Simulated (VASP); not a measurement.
The system is Sn.

```
CELL_PARAMETERS angstrom
5.28347 0.00000 0.00000
-2.64173 4.57562 0.00000
0.00000 0.00000 2.89266
ATOMIC_POSITIONS crystal
Sn 0.33333 0.66667 0.00000
Sn 0.66667 0.33333 0.00000
```

* Program: VASP 6.6.1
* Task: relaxation of cell and atoms
* Functional: PBE
* Dispersion: D3(BJ)
* Potentials or basis: VASP PAW PBE potentials, release 64 (Sn_d)
* Cutoff: 600 eV
* k mesh: 12 × 12 × 14
* Occupations: gaussian, width 0.1 eV
* Spin: no spin polarisation

At the start: pressure 0.4 GPa; volume 34.97 Å³/atom.

**Question.** How do energy, volume and symmetry change on relaxing?

**Answer.** Over 8 steps the energy falls by 59.9 meV/atom and the volume is 34.23 Å³/atom (-2.1 %); space group P6/mmm (No. 191, to 0.05 Å).

Step by step:
| step | energy change (eV) | largest force (eV/Å) | pressure (GPa) | volume (Å³) |
| --- | --- | --- | --- | --- |
| 1 | 0.0000 | 0.0000 | 0.36 | 69.93 |
| 2 | -0.1065 | 0.0000 | -1.03 | 70.55 |
| 3 | -0.1101 | 0.0000 | -1.22 | 70.71 |
| 4 | -0.1109 | 0.0000 | -1.17 | 70.65 |
| 5 | -0.1193 | 0.0000 | 0.25 | 67.99 |
| 6 | -0.1197 | 0.0000 | 0.00 | 68.45 |
| 7 | -0.1197 | 0.0000 | -0.07 | 68.50 |
| 8 | -0.1198 | 0.0000 | -0.04 | 68.46 |

Final structure:
```cif
data_structure
_symmetry_space_group_name_H-M 'P 1'
_symmetry_Int_Tables_number 1
_cell_length_a 5.0514
_cell_length_b 5.0514
_cell_length_c 3.0979
_cell_angle_alpha 90.000
_cell_angle_beta 90.000
_cell_angle_gamma 120.000
_cell_volume 68.46
loop_
_atom_site_label
_atom_site_type_symbol
_atom_site_fract_x
_atom_site_fract_y
_atom_site_fract_z
_atom_site_occupancy
Sn1 Sn 0.33333 0.66667 0.00000 1
Sn2 Sn 0.66667 0.33333 0.00000 1
```

Caveat: pairwise dispersion overbinds metals, which lowers pressure and volume.
